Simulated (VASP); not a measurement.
A run of VASP 6.6.1 is set up as follows.

POSCAR

```
Ga4Sb3As
1.0
    4.2625239654      0.0000000000      0.0000000000
    0.0000000000      4.2603505796      6.0160030849
    0.0000000000     -4.2603505796      6.0160030849
As Sb Ga
1 3 4
Direct
    0.0000000000      0.0000215105      0.0000215105
    0.5000000000      0.0001433446      0.4996258943
    0.5000000000      0.4996258943      0.0001433446
    0.0000000000      0.5006397923      0.5006397923
    0.5000000000      0.8835760496      0.8835760496
    0.0000000000      0.8809965209      0.3601398896
    0.0000000000      0.3601398896      0.8809965209
    0.5000000000      0.3748569982      0.3748569982
```

INCAR.step1

```
PREC = Accurate
ENCUT = 520
ISMEAR = -1
SIGMA = 0.02
LREAL = F
LASPH = T
NELM = 80
NBANDS = 46
GGA = PE
ALGO = Normal
EDIFF = 1E-4
LWAVE = T
LCHARG = F
```

The input INCAR.step2:

```
PREC = Accurate
ENCUT = 520
EDIFF = 1E-7
ISMEAR = -1
SIGMA = 0.02
LREAL = F
LASPH = T
NELM = 80
ALGO = Normal
ISIF = 2
LWAVE = F
LCHARG = F
METAGGA = R2SCAN
LMIXTAU = T
NBANDS = 46
ISTART = 1
```

File KPOINTS:

```
Automatic mesh
0
Gamma
  6 4 4
```

Potentials or basis: VASP PAW PBE potentials, release 64 (As, Sb, Ga_d).

Command:

```bash
$ cat potpaw_PBE.64/As/POTCAR potpaw_PBE.64/Sb/POTCAR potpaw_PBE.64/Ga_d/POTCAR > POTCAR
$ cp INCAR.step1 INCAR
$ mpirun -np 1 vasp_std > vasp.out
$ cp INCAR.step2 INCAR
$ mpirun -np 1 vasp_std > vasp.out
```

Task: What does it give for the pressure?

Result: 0.1 GPa.

Task: What does it give for the band gap on the k mesh?

Result: 0.02 eV.

Task: Predict the largest force.

Result: 0.009 eV/Å.

Forces on the atoms (eV/Å):
```
As   0.000  0.000 -0.001
Sb   0.000  0.000  0.001
Sb   0.000  0.000  0.001
Sb   0.000  0.000  0.001
Ga   0.000  0.000  0.006
Ga   0.000  0.006 -0.006
Ga   0.000 -0.006 -0.006
Ga   0.000  0.000  0.006
```

Caveat: semilocal functionals underestimate gaps, and a narrow one can read as zero; the PAW data sets were made with another functional, which shifts forces and pressure a little; spin-orbit coupling is left out, which moves the levels of the heavy elements. A k mesh can miss the band edges.
